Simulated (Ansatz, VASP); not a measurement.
**One calculation of Ge, two programs**

```xyz
2
Lattice="1.4881 -2.5947 0.0000 1.4881 2.5947 0.0000 0.0000 0.0000 4.7276" Properties=species:S:1:pos:R:3 pbc="T T T"
Ge    1.4881    0.8643    1.1819
Ge    1.4881   -0.8643    3.5457
```

Alike in both runs: task single point; functional PBE; k mesh 10 × 10 × 6; occupations gaussian, width 0.011 eV; no spin polarisation.

|  | VASP | Ansatz |
| --- | --- | --- |
| version | VASP 6.6.1 | Ansatz 0.2.0 |
| potentials or method | VASP PAW PBE potentials, release 64 (Ge_d) | Ansatz PAW |
| plane-wave cutoff (eV) | 520 | 420 |
| valence electrons in the cell | 28 | 28 |

Ansatz gave:

| Quantity | Value |
| --- | --- |
| gap on the k mesh at the Fermi level (eV) | none |
| pressure (GPa) | 4.3 |
| traceless stress, the component that is largest in VASP (GPa) | -1.19 |
| rms of the force components (eV/Å) | 0.010 |

Which values does VASP return?

gap on the k mesh at the Fermi level (eV): none; pressure (GPa): 4.4; traceless stress, the component that is largest in VASP (GPa): -1.18; rms of the force components (eV/Å): 0.010.

Atom by atom the forces differ by 0.000 eV/Å (rms over components). A gap of «none» marks a metal or a gap that the smearing closes. The functional is the same, so the differences come from potentials, cutoffs and numerics.
